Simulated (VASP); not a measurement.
# AlN (P3m1) in VASP: notebook

Runs on AlN. Level: PBE. Tasks: single point.

Program: VASP 6.6.1. These are calculated values, not measurements. Logs are shortened: lines on timing, memory, paths and dates and some standing lists are left out, and cuts for length are marked.

**1. The cell of the first run**

The structure is trigonal, space group P3m1 (No. 156). Conventional cell: a = 3.113 Å, b = 3.113 Å, c = 4.981 Å, α = 90.00°, β = 90.00°, γ = 120.00°. Within 2.5 Å of Al (site symmetry 3m) lie 4 N at 1.89 to 1.94 Å. Within 2.5 Å of Al (site symmetry 3m) lie 4 N at 1.88 to 1.89 Å. Within 2.5 Å of N (site symmetry 3m) lie 4 Al at 1.88 to 1.94 Å. N (site symmetry 3m) has 4 Al at 1.89 Å within 2.5 Å.

**2. Single point, PBE**

Contents of INCAR:

```
SYSTEM = AlN
  ALGO = Normal
  EDIFF = 1E-6
  ENCUT = 520
  GGA = PE
  ISIF = 2
  ISMEAR = 0
  LASPH = .True.
  LCHARG = .False.
  LREAL = .False.
  LWAVE = .False.
  NBANDS = 16
  NELM = 60
  PREC = Accurate
  SIGMA = 0.01
```

Contents of KPOINTS:

```
k-points
0
Gamma
  12 12 4
  0 0 0
```

Contents of POSCAR:

```
AlN
1.0
    3.1130000000      0.0000000000      0.0000000000
   -1.5565000000      2.6959400000      0.0000000000
    0.0000000000      0.0000000000      4.9810000000
Al N
2 2
Direct
    0.3333333333      0.6666666667      0.0000000000
    0.6666666667      0.3333333333      0.5000000000
    0.3333333333      0.6666666667      0.3900381450
    0.6666666667      0.3333333333      0.8800000000
```

Potentials or basis: VASP PAW PBE potentials, release 64 (Al, N).

Run with:

```
$ cat potpaw_PBE.64/Al/POTCAR potpaw_PBE.64/N/POTCAR > POTCAR
$ mpirun -np 1 vasp_std > vasp.out
```

OUTCAR:

```text
SYSTEM = AlN
   EDIFF = 1E-6
   ENCUT = 520
   GGA = PE
   ISIF = 2
   ISMEAR = 0
   LASPH = .True.
   LREAL = .False.
   NELM = 60
   PREC = Accurate

 ion  position               nearest neighbor table
   1  0.333  0.667  0.000-   4 1.89   4 1.89   4 1.89   3 1.94   2 3.07   2 3.07   2 3.07   2 3.07
                             2 3.07   2 3.07
   2  0.667  0.333  0.500-   3 1.88   3 1.88   3 1.88   4 1.89   1 3.07   1 3.07   1 3.07   1 3.07
                             1 3.07   1 3.07
   3  0.333  0.667  0.390-   2 1.88   2 1.88   2 1.88   1 1.94
   4  0.667  0.333  0.880-   2 1.89   1 1.89   1 1.89   1 1.89

  LATTYP: Found a hexagonal cell.
 ALAT       =     3.1130000000
 C/A-ratio  =     1.6000642467

  Lattice vectors:

 A1 = (   3.1130000000,   0.0000000000,   0.0000000000)
 A2 = (  -1.5565000000,   2.6959400000,   0.0000000000)
 A3 = (   0.0000000000,   0.0000000000,   4.9810000000)

Analysis of symmetry for initial positions (statically):
=====================================================================
 Subroutine PRICEL returns:
 Original cell was already a primitive cell.

 Routine SETGRP: Setting up the symmetry group for a
 hexagonal supercell.

 Subroutine GETGRP returns: Found  6 space group operations
 (whereof  6 operations were pure point group operations)
 out of a pool of 24 trial point group operations.

The static configuration has the point symmetry C_3v.

Analysis of symmetry for dynamics (positions and initial velocities):
=====================================================================
 Subroutine PRICEL returns:
 Original cell was already a primitive cell.

 Routine SETGRP: Setting up the symmetry group for a
 hexagonal supercell.

 Subroutine GETGRP returns: Found  6 space group operations
 (whereof  6 operations were pure point group operations)
 out of a pool of 24 trial point group operations.

The dynamic configuration has the point symmetry C_3v.

 Subroutine INISYM returns: Found  6 space group operations
 (whereof  6 operations are pure point group operations),
 and found     1 'primitive' translations

----------------------------------------------------------------------------------------

                                     Primitive cell

  volume of cell :      41.8028

  direct lattice vectors                    reciprocal lattice vectors
     3.113000000  0.000000000  0.000000000     0.321233537  0.185464068  0.000000000
    -1.556500000  2.695940000  0.000000000     0.000000000  0.370928136  0.000000000
     0.000000000  0.000000000  4.981000000     0.000000000  0.000000000  0.200762899

  length of vectors
     3.113000000  3.113002527  4.981000000     0.370928437  0.370928136  0.200762899

  position of ions in fractional coordinates (direct lattice)
     0.333333333  0.666666667  0.000000000
     0.666666667  0.333333333  0.500000000
     0.333333333  0.666666667  0.390038145
     0.666666667  0.333333333  0.880000000

  ion indices of the primitive-cell ions
   primitive index   ion index
                 1           1
                 2           2
                 3           3
                 4           4

----------------------------------------------------------------------------------------

 KPOINTS: k-points

Automatic generation of k-mesh.
 Grid dimensions read from file:
 generate k-points for:   12   12    4

 Generating k-lattice:

  Cartesian coordinates                     Fractional coordinates (reciprocal lattice)
     0.026769461  0.015455339  0.000000000     0.083333333  0.000000000  0.000000000
     0.000000000  0.030910678  0.000000000     0.000000000  0.083333333  0.000000000
     0.000000000  0.000000000  0.050190725     0.000000000  0.000000000  0.250000000

  Length of vectors
     0.030910703  0.030910678  0.050190725

  Shift w.r.t. Gamma in fractional coordinates (k-lattice)
     0.000000000  0.000000000  0.000000000

 Subroutine IBZKPT returns following result:
 ===========================================

 Found     69 irreducible k-points:

 Following reciprocal coordinates:
            Coordinates               Weight
  0.000000  0.000000  0.000000      1.000000
  0.083333 -0.000000  0.000000      6.000000
  0.166667 -0.000000  0.000000      6.000000
  0.250000  0.000000  0.000000      6.000000
  0.333333 -0.000000  0.000000      6.000000
  0.416667 -0.000000  0.000000      6.000000
[... 16 lines left out ...]
  0.166667 -0.000000  0.250000      6.000000
  0.000000  0.166667  0.250000      6.000000
 [... further k-points ...]
   k-points           NKPTS =     69   k-points in BZ     NKDIM =     69   number of bands    NBANDS=     16
   number of dos      NEDOS =    301   number of ions     NIONS =      4
   total plane-waves  NPLWV =  23040
   dimension x,y,z NGX =    24 NGY =   24 NGZ =   40
   dimension x,y,z NGXF=    48 NGYF=   48 NGZF=   80
   ions per type =               2   2
   NGX,Y,Z   is equivalent  to a cutoff of  12.82, 12.82, 13.35 a.u.
   NGXF,Y,Z  is equivalent  to a cutoff of  25.63, 25.63, 26.70 a.u.
 SYSTEM =  AlN
   PREC   = accura    normal or accurate (medium, high low for compatibility)
   ISTART =      0    job   : 0-new  1-cont  2-samecut
   ICHARG =      2    charge: 1-file 2-atom 10-const
   ISPIN  =      1    spin polarized calculation?
   LNONCOLLINEAR =      F non collinear calculations
   LSORBIT =      F    spin-orbit coupling
   LASPH  =      T    aspherical Exc in radial PAW
   ENCUT  =  520.0 eV  38.22 Ry    6.18 a.u.   5.79  5.79  9.26*2*pi/ulx,y,z
   NELM   =     60;   NELMIN=  2; NELMDL= -5     # of ELM steps
   EDIFF  = 0.1E-05   stopping-criterion for ELM
   LREAL  =      F    real-space projection
   EDIFFG = 0.1E-04   stopping-criterion for IOM
   NSW    =      0    number of steps for IOM
   IBRION =     -1    ionic relax: 0-MD 1-quasi-New 2-CG
   NFREE  =      0    steps in history (QN), initial steepest desc. (CG)
   ISIF   =      2    stress and relaxation
   ISYM   =      2    0-nonsym 1-usesym 2-fastsym
   POTIM  = 0.5000    time-step for ionic-motion
   TEBEG  =    0.0;   TEEND  =   0.0 temperature during run
   PSTRESS=    0.0 pullay stress
   NELECT =      16.0000    total number of electrons
   NUPDOWN=      -1.0000    fix difference up-down
   EMIN   =  10.00;   EMAX   =-10.00  energy-range for DOS
   EFERMI =   0.00;   METHOD = LEGACY
   ISMEAR =     0;   SIGMA  =   0.01  broadening in eV -4-tet -1-fermi 0-gaus
   EFERMI_NEDOS =   21; number of points for ismear=-14 and -15
   IALGO  =     38    algorithm
   IMIX   =      4    mixing-type and parameters
     AMIX     =   0.40;   BMIX     =  1.00
     AMIX_MAG =   1.60;   BMIX_MAG =  1.00
  volume/ion in A,a.u.               =      10.45        70.52
  Fermi-wavevector in a.u.,A,eV,Ry     =   1.188629  2.246182 19.222829  1.412838
  Thomas-Fermi vector in A             =   2.324754
   LORBIT       =      0    0 simple, 1 ext, 2 COOP (PROOUT), +10 PAW based schemes
   GGA     = PE    functional components
   LHFCALC =     F    Hartree Fock is set to
   AEXX    =    0.0000 exact exchange contribution
   IVDW    =     0    specifies the selected vdW correction
   LEPSILON=     F    determine dielectric tensor
   LRPA    =     F    only Hartree local field effects (RPA)
 non-spin polarized calculation
 Gauss-broadening in eV      SIGMA  =   0.01
  energy-cutoff  :      520.00
  volume of cell :       41.80
 maximum number of plane-waves:      1152
   NGX = 11   NGY = 11   NGZ = 19

 number of electron      15.9999997 magnetization

 Free energy of the ion-electron system (eV)
  ---------------------------------------------------
  ext. energy  EPLUGINS =         0.00000000
  ---------------------------------------------------
  free energy    TOTEN  =       -29.75369349 eV

  energy without entropy =      -29.75369349  energy(sigma->0) =      -29.75369349

 E-fermi :   6.2938     XC(G=0): -10.9070

 val. band max:        6.2003779211   @ k =   0.0000   0.0000   0.0000
 cond. band min:      10.3414763611   @ k =   0.0000   0.0000   0.0000
 fundamental gap:      4.1410984400
 Fermi energy:         6.2937778383

 k-point     1 :       0.0000    0.0000    0.0000
  band No.  band energies     occupation
      1      -9.0389      2.00000
      2      -6.8908      2.00000
      3       0.1758      2.00000
      4       5.2523      2.00000
      5       5.2523      2.00000
      6       5.9116      2.00000
[... 8 lines left out ...]
     15      19.2450      0.00000
     16      19.2767      0.00000

 k-point     2 :       0.0833   -0.0000    0.0000
  band No.  band energies     occupation
      1      -8.9504      2.00000
      2      -6.8406      2.00000
      3       0.2811      2.00000
      4       4.8424      2.00000
      5       5.1367      2.00000
      6       5.5019      2.00000
[... 8 lines left out ...]
     15      19.3309      0.00000
     16      19.3395      0.00000

 k-point     3 :       0.1667   -0.0000    0.0000
  band No.  band energies     occupation
      1      -8.6926      2.00000
      2      -6.7035      2.00000
      3       0.5915      2.00000
      4       3.8439      2.00000
      5       4.6302      2.00000
      6       4.8646      2.00000
[... 8 lines left out ...]
     15      18.5245      0.00000
     16      18.9519      0.00000

 k-point     4 :       0.2500    0.0000    0.0000
  band No.  band energies     occupation
      1      -8.2912      2.00000
      2      -6.5223      2.00000
      3       1.0886      2.00000
      4       2.6775      2.00000
      5       3.6706      2.00000
      6       4.5515      2.00000
[... 8 lines left out ...]
     15      18.2447      0.00000
     16      19.4195      0.00000
[... 324 lines left out ...]
 k-point    22 :       0.0000    0.0833    0.2500
  band No.  band energies     occupation
      1      -8.7170      2.00000
      2      -7.2612      2.00000
      3       1.0465      2.00000
      4       4.6955      2.00000
      5       5.0245      2.00000
      6       5.2396      2.00000
[... 8 lines left out ...]
     15      18.6273      0.00000
     16      18.6288      0.00000

 k-point    23 :       0.1667   -0.0000    0.2500
  band No.  band energies     occupation
      1      -8.4678      2.00000
      2      -7.0897      2.00000
      3       1.2358      2.00000
      4       3.9070      2.00000
      5       4.2229      2.00000
      6       4.9882      2.00000
[... 8 lines left out ...]
     15      18.6191      0.00000
     16      19.0827      0.00000

 k-point    24 :       0.0000    0.1667    0.2500
  band No.  band energies     occupation
      1      -8.4679      2.00000
      2      -7.0896      2.00000
      3       1.2327      2.00000
      4       3.8486      2.00000
      5       4.3155      2.00000
      6       4.9910      2.00000
[... 8 lines left out ...]
     15      18.6052      0.00000
     16      18.8816      0.00000

 [... further k-points ...]
[... 5 lines left out ...]
  --------------------------------------------------------------------------------------
  -------------------------------------------------------------------------------------
  Total        1.0511822      1.0511845      0.6309696      0.0000000      0.0000000      0.0000000
  in kB       40.2886483     40.2887355     24.1831641      0.0000000      0.0000000      0.0000000
  external PRESSURE =      34.9201826 kB  Pullay stress =       0.0000000 kB

 VOLUME and BASIS-vectors are now :
 -----------------------------------------------------------------------------
  energy-cutoff  :      520.00
  volume of cell :       41.80
      direct lattice vectors                 reciprocal lattice vectors
     3.113000000  0.000000000  0.000000000     0.321233537  0.185464068  0.000000000
    -1.556500000  2.695940000  0.000000000     0.000000000  0.370928136  0.000000000
     0.000000000  0.000000000  4.981000000     0.000000000  0.000000000  0.200762899

 POSITION                                       TOTAL-FORCE (eV/Angst)
 -----------------------------------------------------------------------------------
     -0.00000      1.79729      0.00000         0.000000     -0.000000      0.151272
      1.55650      0.89865      2.49050         0.000000     -0.000000      0.172490
     -0.00000      1.79729      1.94278        -0.000000      0.000000     -0.806524
      1.55650      0.89865      4.38328        -0.000000     -0.000000      0.482762
 -----------------------------------------------------------------------------------
    total drift:                               -0.000000      0.000003      0.000256

  FREE ENERGIE OF THE ION-ELECTRON SYSTEM (eV)
  ---------------------------------------------------
  free  energy   TOTEN  =       -29.7536934895 eV

  energy  without entropy=      -29.7536934895  energy(sigma->0) =      -29.75369349
```

Wall time 14 s (1 thread of Intel Xeon 6975P-C (Granite Rapids), shared host); peak memory 0.17 GiB.

Results:

```yaml
Free_energy: -29.7537 eV
Pressure: 3.5 GPa
Largest_force: 0.807 eV/Å
Band_gap_on_the_k_mesh: 4.14 eV, direct
```

Forces in eV/Å, atoms in the order of the input:
```
Al   0.000  0.000  0.151
Al   0.000  0.000  0.172
N    0.000  0.000 -0.807
N    0.000  0.000  0.483
```

A k mesh can miss the band edges.

**3. Single point, PBE**

Contents of INCAR:

```
SYSTEM = AlN
PREC = Accurate ; ENCUT = 520
EDIFF = 1E-7 ; ISMEAR = 0
SIGMA = 0.01 ; LREAL = .False.
LASPH = .True. ; NELM = 100
ALGO = Normal ; ISIF = 2
LWAVE = .False. ; LCHARG = .False.
GGA = PE ; NBANDS = 16
```

Contents of KPOINTS:

```
regular mesh
0
Gamma
  12 12 4
  0 0 0
```

POSCAR: that of step 2 with these lines changed.

```diff
@@ -10,3 +10,3 @@
     0.6666666667      0.3333333333      0.5000000000
-    0.3333333333      0.6666666667      0.3900381450
+    0.3333333333      0.6666666667      0.4000762899
     0.6666666667      0.3333333333      0.8800000000
```

Potentials or basis: VASP PAW PBE potentials, release 64 (Al, N).

Run with:

```
$ cat potpaw_PBE.64/Al/POTCAR potpaw_PBE.64/N/POTCAR > POTCAR
$ mpirun -np 1 vasp_std > vasp.out
```

Run time: 15 s. Hardware: 1 thread of Intel Xeon 6975P-C (Granite Rapids), shared host; peak memory 0.17 GiB.

The run converged. Its results:

```yaml
Free_energy: -29.6932 eV
Pressure: 3.8 GPa
Largest_force: 1.590 eV/Å
Band_gap_on_the_k_mesh: 4.04 eV, direct
```

Forces on the atoms (eV/Å):
```
Al   0.000  0.000  0.303
Al   0.000  0.000  0.449
N    0.000  0.000 -1.590
N    0.000  0.000  0.838
```

Stress tensor (GPa, compression positive):
```
5.25 0.00 0.00
0.00 5.25 0.00
0.00 0.00 0.92
```

Levels at points of the mesh, in eV from the valence-band top:
| k point | band 5 | band 6 | band 7 | band 8 | band 9 | band 10 | band 11 | band 12 |
| --- | --- | --- | --- | --- | --- | --- | --- | --- |
| (0.00, 0.00, 0.00) | -1.07 | -0.39 | -0.39 | 0.00 | 4.04 | 6.56 | 10.46 | 10.99 |
| (0.50, 0.00, 0.00) | -3.41 | -2.27 | -1.82 | -0.86 | 5.68 | 5.73 | 7.96 | 10.15 |
| (0.00, 0.00, 0.50) | -0.83 | -0.83 | -0.64 | -0.64 | 6.29 | 6.45 | 9.65 | 10.77 |
| (0.50, 0.00, 0.50) | -1.75 | -1.53 | -1.51 | -1.34 | 5.08 | 5.29 | 8.88 | 9.13 |

Caveat: forces of over 1 eV/Å act on the atoms, so gaps and moduli don't describe the material at rest. A k mesh can miss the band edges.
